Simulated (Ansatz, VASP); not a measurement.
**Two plane-wave programs on Nb**

File POSCAR:

```
Nb
1.0
    0.0000000000      2.1150000000      2.1255750000
    2.1150000000      0.0000000000      2.1255750000
    2.1150000000      2.1150000000      0.0000000000
Nb
1
Direct
    0.0000000000      0.0000000000      0.0000000000
```

File INCAR.step1:

```
SYSTEM = Nb
ALGO = Normal ; EDIFF = 1E-4
ENCUT = 520 ; GGA = PE
ISMEAR = 0 ; LASPH = .True.
LCHARG = .False. ; LREAL = .False.
LWAVE = .True. ; NBANDS = 12
NELM = 60 ; PREC = Accurate
SIGMA = 0.15
```

Contents of INCAR.step2:

```
SYSTEM = Nb
ALGO = Normal ; EDIFF = 1E-7
ENCUT = 520 ; ISIF = 2
ISMEAR = 0 ; ISTART = 1
LASPH = .True. ; LCHARG = .False.
LMIXTAU = .True. ; LREAL = .False.
LWAVE = .False. ; METAGGA = R2SCAN
NBANDS = 12 ; NELM = 60
PREC = Accurate ; SIGMA = 0.15
```

Contents of KPOINTS:

```
k-points
0
Gamma
  20 20 20
  0 0 0
```

Input for Ansatz:

```yaml
crystal:
  lattice:
    - [0.0, 2.115, 2.125575]
    - [2.115, 0.0, 2.125575]
    - [2.115, 2.115, 0.0]
  atoms:
    - { symbol: Nb, position: [0.0, 0.0, 0.0] }
basis:
  ecutwfc: 500
kpoints:
  mp_grid: { grid: [20, 20, 20] }
hamiltonian:
  xc: r2scan
scf:
  occupations: { method: gaussian, width: 0.15 }
output:
  forces: true
  stress: true
  eigenvalues: true
```

Change from the starting cell: strain +0.0050 x Voigt [0, 0, 1, 0, 0, 0], atoms carried along.

Alike in both runs: task single point; functional r2SCAN; k mesh 20 × 20 × 20; occupations gaussian, width 0.15 eV; no spin polarisation.

|  | VASP | Ansatz |
| --- | --- | --- |
| version | VASP 6.6.1 | Ansatz 0.2.0 |
| potentials or method | VASP PAW PBE potentials, release 64 (Nb_sv), cutoff 520 eV | scalar-relativistic, plane waves, PAW |
| valence electrons in the cell | 13 | 13 |

```tsv
	VASP	Ansatz	Ansatz less VASP
gap on the k mesh at the Fermi level (eV)	none	none	-
pressure (GPa)	-3.0	-2.8	+0.20
traceless stress, the component that is largest in VASP (GPa)	0.90	0.91	+0.006
```

VASP's potentials were made for PBE, not for r2SCAN. A gap of «none» marks a metal or a gap that the smearing closes.
